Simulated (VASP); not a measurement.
Crystal: SnO (Romarchite).

```
Sn O
1.0
     3.79265    0.00000    0.00000
     0.00000    3.79265    0.00000
     0.00000    0.00000    4.75821
Sn O
2 2
Cartesian
  1.8963 0.0000 1.1469
  0.0000 1.8963 3.6113
  0.0000 0.0000 0.0000
  1.8963 1.8963 0.0000
```

Base run:

```yaml
Program: VASP 6.6.1
Functional: PBE
Potentials_or_basis: VASP PAW PBE potentials, release 64 (Sn_d, O)
Cutoff: 520 eV
k_mesh: 6 × 6 × 6
Occupations: fermi-dirac, width 0.02 eV
Spin: no spin polarisation
```

Its results: band gap on the k mesh zero (band 20 reaches 7.50 eV, above the bottom of band 21 at 7.44 eV); pressure 5.6 GPa; largest force 0.583 eV/Å.

Task: The run is repeated on the same cell with these changes: functional from PBE to r2SCAN; further incar settings from ALGO = Normal; EDIFF = 1e-06; NBANDS = 28 to ALGO = Normal; EDIFF = 1e-07; NBANDS = 28. What comes out?

Result: Band gap on the k mesh 0.03 eV, indirect (least direct gap 2.20 eV); pressure 1.8 GPa; largest force 0.119 eV/Å.

Caveats: spin-orbit coupling is left out, which moves the levels of the heavy elements; the PAW data sets were made with another functional, which shifts forces and pressure a little (some runs).

A k mesh can miss the band edges.
